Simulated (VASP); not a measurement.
# Te3As5 (Pm-3m) in VASP: further runs, part 3 of 3

VASP 6.6.1. Earlier steps stand in the parts before.

### Step 6. Relaxation of cell and atoms, PBE

File INCAR:

```
  PREC = Accurate
  ENCUT = 600
  EDIFF = 1E-7
  ISMEAR = 0
  SIGMA = 0.1
  LREAL = F
  LASPH = T
  NELM = 100
  ALGO = Normal
  ISIF = 3
  LWAVE = F
  LCHARG = F
  GGA = PE
  IBRION = 2
  NSW = 100
  EDIFFG = -0.01
```

File KPOINTS:

```
regular mesh
0
Gamma
  6 6 6
```

File POSCAR:

```
Te3As5
1.0
    5.8268798136      0.0000000000      0.0000000000
    0.0000000000      5.8268798136      0.0000000000
    0.0000000000      0.0000000000      5.8268798136
Te As
3 5
Direct
    0.5000000000      0.0000000000      0.0000000000
    0.0000000000      0.5000000000      0.0000000000
    0.0000000000      0.0000000000      0.5000000000
    0.0000000000      0.5000000000      0.5000000000
    0.5000000000      0.0000000000      0.5000000000
    0.5000000000      0.5000000000      0.0000000000
    0.0000000000      0.0000000000      0.0000000000
    0.5000000000      0.5000000000      0.5000000000
```

Potentials or basis: VASP PAW PBE potentials, release 64 (Te, As).

The run is started by

```
> cat potpaw_PBE.64/Te/POTCAR potpaw_PBE.64/As/POTCAR > POTCAR
> mpirun -np 1 vasp_std > vasp.out
```

OUTCAR:

```text
PREC = Accurate
   ENCUT = 600
   EDIFF = 1E-7
   ISMEAR = 0
   LREAL = F
   LASPH = T
   NELM = 100
   ISIF = 3
   GGA = PE
   IBRION = 2
   NSW = 100
   EDIFFG = -0.01

 ion  position               nearest neighbor table
   1  0.500  0.000  0.000-   5 2.91   6 2.91   7 2.91   5 2.91   6 2.91   7 2.91
   2  0.000  0.500  0.000-   4 2.91   6 2.91   7 2.91   4 2.91   7 2.91   6 2.91
   3  0.000  0.000  0.500-   4 2.91   5 2.91   7 2.91   7 2.91   4 2.91   5 2.91
   4  0.000  0.500  0.500-   2 2.91   3 2.91   8 2.91   2 2.91   3 2.91   8 2.91
   5  0.500  0.000  0.500-   1 2.91   3 2.91   8 2.91   1 2.91   8 2.91   3 2.91
   6  0.500  0.500  0.000-   1 2.91   2 2.91   8 2.91   8 2.91   1 2.91   2 2.91
   7  0.000  0.000  0.000-   1 2.91   2 2.91   3 2.91   3 2.91   2 2.91   1 2.91
   8  0.500  0.500  0.500-   4 2.91   5 2.91   6 2.91   6 2.91   5 2.91   4 2.91

  LATTYP: Found a simple cubic cell.
 ALAT       =     5.8268798136

  Lattice vectors:

 A1 = (   5.8268798136,   0.0000000000,   0.0000000000)
 A2 = (   0.0000000000,   5.8268798136,   0.0000000000)
 A3 = (   0.0000000000,   0.0000000000,   5.8268798136)

Analysis of symmetry for initial positions (statically):
=====================================================================
 Subroutine PRICEL returns:
 Original cell was already a primitive cell.

 Routine SETGRP: Setting up the symmetry group for a
 simple cubic supercell.

 Subroutine GETGRP returns: Found 48 space group operations
 (whereof 48 operations were pure point group operations)
 out of a pool of 48 trial point group operations.

The static configuration has the point symmetry O_h .

Analysis of symmetry for dynamics (positions and initial velocities):
=====================================================================
 Subroutine PRICEL returns:
 Original cell was already a primitive cell.

 Routine SETGRP: Setting up the symmetry group for a
 simple cubic supercell.

 Subroutine GETGRP returns: Found 48 space group operations
 (whereof 48 operations were pure point group operations)
[... 118 lines left out ...]
   TEBEG  =    0.0;   TEEND  =   0.0 temperature during run
   PSTRESS=    0.0 pullay stress
   NELECT =      43.0000    total number of electrons
   NUPDOWN=      -1.0000    fix difference up-down
   EMIN   =  10.00;   EMAX   =-10.00  energy-range for DOS
   EFERMI =   0.00;   METHOD = LEGACY
   ISMEAR =     0;   SIGMA  =   0.10  broadening in eV -4-tet -1-fermi 0-gaus
   EFERMI_NEDOS =   21; number of points for ismear=-14 and -15
   IALGO  =     38    algorithm
   IMIX   =      4    mixing-type and parameters
     AMIX     =   0.40;   BMIX     =  1.00
     AMIX_MAG =   1.60;   BMIX_MAG =  1.00
  volume/ion in A,a.u.               =      24.73       166.88
  Fermi-wavevector in a.u.,A,eV,Ry     =   0.984302  1.860061 13.182004  0.968850
  Thomas-Fermi vector in A             =   2.115524
   LORBIT       =      0    0 simple, 1 ext, 2 COOP (PROOUT), +10 PAW based schemes
   GGA     = PE    functional components
   LHFCALC =     F    Hartree Fock is set to
   AEXX    =    0.0000 exact exchange contribution
   IVDW    =     0    specifies the selected vdW correction
   LEPSILON=     F    determine dielectric tensor
   LRPA    =     F    only Hartree local field effects (RPA)
 conjugate gradient relaxation of ions
 non-spin polarized calculation
 Gauss-broadening in eV      SIGMA  =   0.10
  energy-cutoff  :      600.00
  volume of cell :      197.84
 maximum number of plane-waves:      6704
 NGX is ok and might be reduce to    48
   NGX = 23   NGY = 23   NGZ = 23

--------------------------------------- Ionic step        1  -------------------------------------------

 number of electron      43.0000004 magnetization

 Free energy of the ion-electron system (eV)
  ---------------------------------------------------
  ext. energy  EPLUGINS =         0.00000000
  ---------------------------------------------------
  free energy    TOTEN  =       -31.66805173 eV

  energy without entropy =      -31.65084970  energy(sigma->0) =      -31.65945071

------------------------ aborting loop because EDIFF is reached ----------------------------------------

  FORCE on cell =-STRESS in cart. coord.  units (eV):
  Direction    XX          YY          ZZ          XY          YZ          ZX
  --------------------------------------------------------------------------------------
  -------------------------------------------------------------------------------------
  Total        0.2832864      0.2832864      0.2832864     -0.0000000     -0.0000000      0.0000000
  in kB        2.2941831      2.2941831      2.2941831     -0.0000000     -0.0000000      0.0000000
  external PRESSURE =       2.2941831 kB  Pullay stress =       0.0000000 kB
[... 71 lines left out ...]
--------------------------------------- Ionic step        3  -------------------------------------------

 number of electron      43.0000003 magnetization

 Free energy of the ion-electron system (eV)
  ---------------------------------------------------
  ext. energy  EPLUGINS =         0.00000000
  ---------------------------------------------------
  free energy    TOTEN  =       -31.66852095 eV

  energy without entropy =      -31.65135726  energy(sigma->0) =      -31.65993911

 E-fermi :   6.1014     XC(G=0):  -9.8686

 val. band max:        6.0589004628   @ k =   0.5000   0.5000   0.1667
 cond. band min:       6.1024157180   @ k =   0.3333   0.3333   0.0000
 fundamental gap:      0.0435152551
 Fermi energy:         6.1014105754

 k-point     1 :       0.0000    0.0000    0.0000
  band No.  band energies     occupation
      1      -8.1419      2.00000
      2      -5.8561      2.00000
      3      -5.8561      2.00000
      4      -5.2824      2.00000
      5      -3.1598      2.00000
      6      -3.1598      2.00000
[... 604 lines left out ...]
  FREE ENERGIE OF THE ION-ELECTRON SYSTEM (eV)
  ---------------------------------------------------
  free  energy   TOTEN  =       -31.6685209547 eV

  energy  without entropy=      -31.6513572633  energy(sigma->0) =      -31.65993911

 reached required accuracy - stopping structural energy minimisation
```

OSZICAR:

```text
N       E                     dE             d eps       ncg     rms          rms(c)
DAV:   1     0.209248975709E+03    0.20925E+03   -0.18168E+04  1040   0.153E+03
DAV:   2    -0.134706877256E+02   -0.22272E+03   -0.21846E+03  1272   0.206E+02
DAV:   3    -0.311125560733E+02   -0.17642E+02   -0.17082E+02  1272   0.585E+01
[... 37 lines left out ...]
DAV:   4    -0.316685219157E+02    0.18815E-04   -0.34643E-05  1076   0.237E-02    0.181E-02
DAV:   5    -0.316685216494E+02    0.26629E-06   -0.25731E-06  1330   0.677E-03    0.195E-02
DAV:   6    -0.316685211825E+02    0.46682E-06   -0.16015E-07   708   0.203E-03    0.628E-03
DAV:   7    -0.316685210191E+02    0.16341E-06   -0.51109E-08   592   0.118E-03    0.211E-03
DAV:   8    -0.316685209547E+02    0.64467E-07   -0.11280E-08   570   0.592E-04
   3 F= -.31668521E+02 E0= -.31659939E+02  d E =-.469226E-03
```

Run time: 5.2 min. Hardware: 1 thread of Intel Xeon 6975P-C, shared host; peak memory 0.41 GiB.

What came out:

```
Free energy                            : -31.6685 eV
Relaxed volume                         : 24.81 Å³/atom
Relaxed cell                           : a = 5.833 Å, b = 5.833 Å, c = 5.833 Å, α = 90.00°, β = 90.00°, γ = 90.00°
Space group after relaxing (to 0.05 Å) : Pm-3m (No. 221)
Energy gained by relaxing              : 0.1 meV/atom
Ionic steps                            : 3
Pressure after relaxing                : 0.0 GPa
```

Step by step:
| step | energy change (eV) | largest force (eV/Å) | pressure (GPa) | volume (Å³) |
| --- | --- | --- | --- | --- |
| 1 | 0.0000 | 0.0000 | 0.23 | 197.84 |
| 2 | -0.0003 | 0.0000 | -0.11 | 198.85 |
| 3 | -0.0005 | 0.0000 | 0.01 | 198.50 |

Final structure:
```
CELL_PARAMETERS angstrom
5.83340 0.00000 0.00000
0.00000 5.83340 0.00000
0.00000 0.00000 5.83340
ATOMIC_POSITIONS crystal
Te 0.50000 0.00000 0.00000
Te 0.00000 0.50000 0.00000
Te 0.00000 0.00000 0.50000
As 0.00000 0.50000 0.50000
As 0.50000 0.00000 0.50000
As 0.50000 0.50000 0.00000
As 0.00000 0.00000 0.00000
As 0.50000 0.50000 0.50000
```

Levels at points of the mesh, in eV from the Fermi level:
| k point | band 17 | band 18 | band 19 | band 20 | band 21 | band 22 | band 23 | band 24 | band 25 | band 26 |
| --- | --- | --- | --- | --- | --- | --- | --- | --- | --- | --- |
| (0.00, 0.00, 0.00) | -4.04 | -2.21 | -2.21 | -2.21 | 2.39 | 2.39 | 2.39 | 2.75 | 2.75 | 2.75 |
| (0.50, 0.00, 0.00) | -2.83 | -2.63 | -0.92 | -0.45 | -0.36 | -0.32 | 1.49 | 1.63 | 3.17 | 3.44 |
| (0.50, 0.50, 0.00) | -1.83 | -1.79 | -1.41 | -1.41 | -0.16 | 0.01 | 0.01 | 0.13 | 0.59 | 0.69 |
| (0.50, 0.50, 0.50) | -1.14 | -1.14 | -1.14 | -1.10 | -1.10 | -1.10 | -1.06 | -0.68 | -0.68 | -0.45 |

Caveat: the bands computed are all filled at some k points, so no gap is given; spin-orbit coupling is left out, which moves the levels of the heavy elements.

### Step 7. The runs side by side

```tsv
task	cell	k mesh	cutoff (eV)	pressure (GPa)	relaxed volume (Å³/atom)
single point	a = 5.827 Å, 8 atoms	4 × 4 × 4	520	0.0	-
single point	a = 6.039 Å, 8 atoms	4 × 4 × 4	520	-5.6	-
single point	a = 5.834 Å, 8 atoms	6 × 6 × 6	520	0.0	-
relaxation of cell and atoms	relaxed from a = 6.039 Å, 8 atoms	4 × 4 × 4	600	0.0	24.73
relaxation of cell and atoms	relaxed from a = 5.827 Å, 8 atoms	6 × 6 × 6	600	0.0	24.81
```

Alike in all rows: level PBE; potentials or basis VASP PAW PBE potentials, release 64 (Te, As); no spin polarisation; smearing gaussian 0.1 eV.

Caveats: the bands computed are all filled at some k points, so no gap is given; spin-orbit coupling is left out, which moves the levels of the heavy elements.

Total energies depend on the potentials used, so only differences within one code and one set of settings carry meaning.
